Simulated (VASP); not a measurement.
# Li2S (Fm-3m) in VASP: notebook, part 2 of 2

VASP 6.6.1. The steps go on from the part before.

## Step 4: Single point, PBE

This run uses another cell than the first one, of 15.36 Å³/atom, 1.053 times its volume.

The input, INCAR:

```
ALGO = Normal
EDIFF = 1E-6
ENCUT = 750
GGA = PE
GGA_COMPAT = F
ISIF = 2
ISMEAR = 0
LASPH = T
LCHARG = T
LELF = T
LREAL = F
LVHAR = T
LWAVE = F
NBANDS = 13
NELM = 120
PREC = Accurate
SIGMA = 0.01
```

The input, KPOINTS:

```
k-points
0
Gamma
  4 4 4
```

The input, POSCAR:

```
Li2S
1.0
    0.0000000000      2.8452944183      2.8452944183
    2.8452944183      0.0000000000      2.8452944183
    2.8452944183      2.8452944183      0.0000000000
Li S
2 1
Direct
    0.2500000000      0.2500000000      0.2500000000
    0.7500000000      0.7500000000      0.7500000000
    0.0000000000      0.0000000000      0.0000000000
```

Potentials or basis: VASP PAW PBE potentials, release 64 (Li_sv, S).

The run is started by

```console
$ cat potpaw_PBE.64/Li_sv/POTCAR potpaw_PBE.64/S/POTCAR > POTCAR
$ mpirun -np 1 vasp_std > vasp.out
```

OUTCAR:

```text
EDIFF = 1E-6
   ENCUT = 750
   GGA = PE
   ISIF = 2
   ISMEAR = 0
   LASPH = T
   LREAL = F
   NELM = 120
   PREC = Accurate

 ion  position               nearest neighbor table
   1  0.250  0.250  0.250-   3 2.46   3 2.46   3 2.46   3 2.46
   2  0.750  0.750  0.750-   3 2.46   3 2.46   3 2.46   3 2.46
   3  0.000  0.000  0.000-   2 2.46   2 2.46   2 2.46   1 2.46   2 2.46   1 2.46   1 2.46   1 2.46

  LATTYP: Found a face centered cubic cell.
 ALAT       =     5.6905888366

  Lattice vectors:

 A1 = (   0.0000000000,   2.8452944183,   2.8452944183)
 A2 = (   2.8452944183,   0.0000000000,   2.8452944183)
 A3 = (   2.8452944183,   2.8452944183,   0.0000000000)

Analysis of symmetry for initial positions (statically):
=====================================================================
 Subroutine PRICEL returns:
 Original cell was already a primitive cell.

 Routine SETGRP: Setting up the symmetry group for a
 face centered cubic supercell.

 Subroutine GETGRP returns: Found 48 space group operations
 (whereof 48 operations were pure point group operations)
 out of a pool of 48 trial point group operations.

The static configuration has the point symmetry O_h .

Analysis of symmetry for dynamics (positions and initial velocities):
=====================================================================
 Subroutine PRICEL returns:
 Original cell was already a primitive cell.

 Routine SETGRP: Setting up the symmetry group for a
 face centered cubic supercell.

 Subroutine GETGRP returns: Found 48 space group operations
 (whereof 48 operations were pure point group operations)
 out of a pool of 48 trial point group operations.

The dynamic configuration has the point symmetry O_h .

 Subroutine INISYM returns: Found 48 space group operations
 (whereof 48 operations are pure point group operations),
 and found     1 'primitive' translations

----------------------------------------------------------------------------------------

                                     Primitive cell

  volume of cell :      46.0693

  direct lattice vectors                    reciprocal lattice vectors
     0.000000000  2.845294418  2.845294418    -0.175728739  0.175728739  0.175728739
     2.845294418  0.000000000  2.845294418     0.175728739 -0.175728739  0.175728739
     2.845294418  2.845294418  0.000000000     0.175728739  0.175728739 -0.175728739

  length of vectors
     4.023853955  4.023853955  4.023853955     0.304371104  0.304371104  0.304371104

  position of ions in fractional coordinates (direct lattice)
     0.250000000  0.250000000  0.250000000
     0.750000000  0.750000000  0.750000000
     0.000000000  0.000000000  0.000000000

  ion indices of the primitive-cell ions
   primitive index   ion index
                 1           1
                 2           2
                 3           3

----------------------------------------------------------------------------------------

 KPOINTS: k-points

Automatic generation of k-mesh.
 Grid dimensions read from file:
[... 27 lines left out ...]
 -0.250000  0.250000  0.000000     12.000000
  0.500000  0.500000  0.000000      3.000000
 -0.250000  0.500000  0.250000      6.000000
   k-points           NKPTS =      8   k-points in BZ     NKDIM =      8   number of bands    NBANDS=     13
   number of dos      NEDOS =    301   number of ions     NIONS =      3
   total plane-waves  NPLWV =  46656
   dimension x,y,z NGX =    36 NGY =   36 NGZ =   36
   dimension x,y,z NGXF=    72 NGYF=   72 NGZF=   72
   ions per type =               2   1
   NGX,Y,Z   is equivalent  to a cutoff of  14.87, 14.87, 14.87 a.u.
   NGXF,Y,Z  is equivalent  to a cutoff of  29.75, 29.75, 29.75 a.u.
 SYSTEM =  unknown system
   PREC   = accura    normal or accurate (medium, high low for compatibility)
   ISTART =      0    job   : 0-new  1-cont  2-samecut
   ICHARG =      2    charge: 1-file 2-atom 10-const
   ISPIN  =      1    spin polarized calculation?
   LNONCOLLINEAR =      F non collinear calculations
   LSORBIT =      F    spin-orbit coupling
   LASPH  =      T    aspherical Exc in radial PAW
   ENCUT  =  750.0 eV  55.12 Ry    7.42 a.u.   8.99  8.99  8.99*2*pi/ulx,y,z
   NELM   =    120;   NELMIN=  2; NELMDL= -5     # of ELM steps
   EDIFF  = 0.1E-05   stopping-criterion for ELM
   LREAL  =      F    real-space projection
   EDIFFG = 0.1E-04   stopping-criterion for IOM
   NSW    =      0    number of steps for IOM
   IBRION =     -1    ionic relax: 0-MD 1-quasi-New 2-CG
   NFREE  =      0    steps in history (QN), initial steepest desc. (CG)
   ISIF   =      2    stress and relaxation
   ISYM   =      2    0-nonsym 1-usesym 2-fastsym
   POTIM  = 0.5000    time-step for ionic-motion
   TEBEG  =    0.0;   TEEND  =   0.0 temperature during run
   PSTRESS=    0.0 pullay stress
   NELECT =      12.0000    total number of electrons
   NUPDOWN=      -1.0000    fix difference up-down
   EMIN   =  10.00;   EMAX   =-10.00  energy-range for DOS
   EFERMI =   0.00;   METHOD = LEGACY
   ISMEAR =     0;   SIGMA  =   0.01  broadening in eV -4-tet -1-fermi 0-gaus
   EFERMI_NEDOS =   21; number of points for ismear=-14 and -15
   IALGO  =     38    algorithm
   IMIX   =      4    mixing-type and parameters
     AMIX     =   0.40;   BMIX     =  1.00
     AMIX_MAG =   1.60;   BMIX_MAG =  1.00
  volume/ion in A,a.u.               =      15.36       103.63
  Fermi-wavevector in a.u.,A,eV,Ry     =   1.045518  1.975742 14.872626  1.093107
  Thomas-Fermi vector in A             =   2.180317
   LORBIT       =      0    0 simple, 1 ext, 2 COOP (PROOUT), +10 PAW based schemes
   GGA     = PE    functional components
   LHFCALC =     F    Hartree Fock is set to
   AEXX    =    0.0000 exact exchange contribution
   IVDW    =     0    specifies the selected vdW correction
   LEPSILON=     F    determine dielectric tensor
   LRPA    =     F    only Hartree local field effects (RPA)
 non-spin polarized calculation
 Gauss-broadening in eV      SIGMA  =   0.01
  energy-cutoff  :      750.00
  volume of cell :       46.07
 maximum number of plane-waves:      2180
   NGX = 17   NGY = 17   NGZ = 17

 number of electron      11.9999998 magnetization

 Free energy of the ion-electron system (eV)
  ---------------------------------------------------
  ext. energy  EPLUGINS =         0.00000000
  ---------------------------------------------------
  free energy    TOTEN  =       -11.98652828 eV

  energy without entropy =      -11.98652828  energy(sigma->0) =      -11.98652828

 E-fermi :   1.5901     XC(G=0):  -8.5198

 val. band max:        1.4935411367   @ k =   0.0000   0.0000   0.0000
 cond. band min:       4.8773371142   @ k =   0.5000   0.5000   0.0000
 fundamental gap:      3.3837959775
 Fermi energy:         1.5900597248

 k-point     1 :       0.0000    0.0000    0.0000
  band No.  band energies     occupation
      1     -42.6800      2.00000
      2     -42.6368      2.00000
      3      -9.5409      2.00000
      4       1.4935      2.00000
      5       1.4935      2.00000
      6       1.4935      2.00000
      7       5.7806      0.00000
      8       7.7211      0.00000
      9       7.7211      0.00000
     10       7.7211      0.00000
     11      12.6800      0.00000
     12      12.6800      0.00000
     13      13.9364      0.00000
[... 98 lines left out ...]
  band No.  band energies     occupation
      1     -42.6573      2.00000
      2     -42.6573      2.00000
      3      -8.9654      2.00000
      4      -0.3407      2.00000
      5      -0.3407      2.00000
      6      -0.2741      2.00000
      7       6.9735      0.00000
      8       8.7937      0.00000
      9      10.3947      0.00000
     10      10.3947      0.00000
     11      13.4393      0.00000
     12      13.4393      0.00000
     13      14.1524      0.00000

------------------------ aborting loop because EDIFF is reached ----------------------------------------

  FORCE on cell =-STRESS in cart. coord.  units (eV):
  Direction    XX          YY          ZZ          XY          YZ          ZX
  --------------------------------------------------------------------------------------
  -------------------------------------------------------------------------------------
  Total        0.0719649      0.0719649      0.0719649     -0.0000000     -0.0000000      0.0000000
  in kB        2.5027635      2.5027635      2.5027635     -0.0000000     -0.0000000      0.0000000
  external PRESSURE =       2.5027635 kB  Pullay stress =       0.0000000 kB

 VOLUME and BASIS-vectors are now :
 -----------------------------------------------------------------------------
  energy-cutoff  :      750.00
  volume of cell :       46.07
      direct lattice vectors                 reciprocal lattice vectors
     0.000000000  2.845294418  2.845294418    -0.175728739  0.175728739  0.175728739
     2.845294418  0.000000000  2.845294418     0.175728739 -0.175728739  0.175728739
     2.845294418  2.845294418  0.000000000     0.175728739  0.175728739 -0.175728739

 POSITION                                       TOTAL-FORCE (eV/Angst)
 -----------------------------------------------------------------------------------
      1.42265      1.42265      1.42265         0.000000      0.000000      0.000000
      4.26794      4.26794      4.26794        -0.000000     -0.000000     -0.000000
      0.00000      0.00000      0.00000         0.000000      0.000000      0.000000
 -----------------------------------------------------------------------------------
    total drift:                                0.000000      0.000000      0.000000

  FREE ENERGIE OF THE ION-ELECTRON SYSTEM (eV)
  ---------------------------------------------------
  free  energy   TOTEN  =       -11.9865282815 eV

  energy  without entropy=      -11.9865282815  energy(sigma->0) =      -11.98652828
```

stdout:

```text
POSCAR found type information on POSCAR LiS
 POSCAR found :  2 types and       3 ions
 scaLAPACK will be used
 LDA part: xc-table for (Slater+PW92), standard interpolation
 POSCAR, INCAR and KPOINTS ok, starting setup
 FFT: planning ... GRIDC
 FFT: planning ... GRID_SOFT
 FFT: planning ... GRID
 WAVECAR not read
 entering main loop
```

It took 13 s on 1 thread of AMD EPYC 9R45 (Zen 5), shared host; peak memory 0.15 GiB.

Results:

```yaml
Free_energy: -11.9865 eV
Pressure: 0.3 GPa
Band_gap_on_the_k_mesh: 3.38 eV, indirect (least direct gap 4.29 eV)
```

Caveat: the k points lie up to 0.48 Å⁻¹ apart. A k mesh can miss the band edges.

## Step 5: Summary

| cell | gap on the mesh (eV) | pressure (GPa) |
| --- | --- | --- |
| a = 3.956 Å, angles 60.0°, 3 atoms | 3.35 | 2.6 |
| a = 3.885 Å, angles 60.0°, 3 atoms | 3.29 | 5.6 |
| a = 4.024 Å, angles 60.0°, 3 atoms | 3.38 | 0.3 |

Alike in all rows: task single point; level PBE; potentials or basis VASP PAW PBE potentials, release 64 (Li_sv, S); no spin polarisation; k mesh 4 × 4 × 4; cutoff (eV) 750; smearing gaussian 0.01 eV.

Caveats: all runs use coarse meshes.

Total energies depend on the potentials used, so only differences within one code and one set of settings carry meaning.
